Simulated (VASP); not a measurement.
Fe, 1 atom in the cell. Symmetry: Fm-3m, No. 225, cubic system. Conventional cell: a = 3.450 Å, b = 3.450 Å, c = 3.450 Å, α = 90.00°, β = 90.00°, γ = 90.00°. Within 3.2 Å of Fe (site symmetry m-3m) lie 12 Fe at 2.44 Å. 

```yaml
Program: VASP 6.6.1
Task: single point
Functional: PBE
Potentials_or_basis: VASP PAW PBE potentials, release 64 (Fe)
Cutoff: 520 eV
k_mesh: 27 × 27 × 27
Occupations: fermi-dirac, width 0.0612256 eV
Spin: no spin polarisation
Dipole_correction: no
Further_INCAR_settings: ALGO = Normal; EDIFF = 1e-07; NBANDS = 10
```

Potentials or basis: VASP PAW PBE potentials, release 64 (Fe).

The run is started by

```bash
$ cat potpaw_PBE.64/Fe/POTCAR > POTCAR
$ mpirun -np 1 vasp_std > vasp.out
```

Hardware: 1 thread of Intel Xeon 6975P-C, on a shared host.

Problem. How long does it take, and how much memory?

Solution. Run time: 83 s on 1 thread of Intel Xeon 6975P-C, with other jobs on the host, peak memory 0.17 GiB. Counts: scf iterations 14, k points 560.
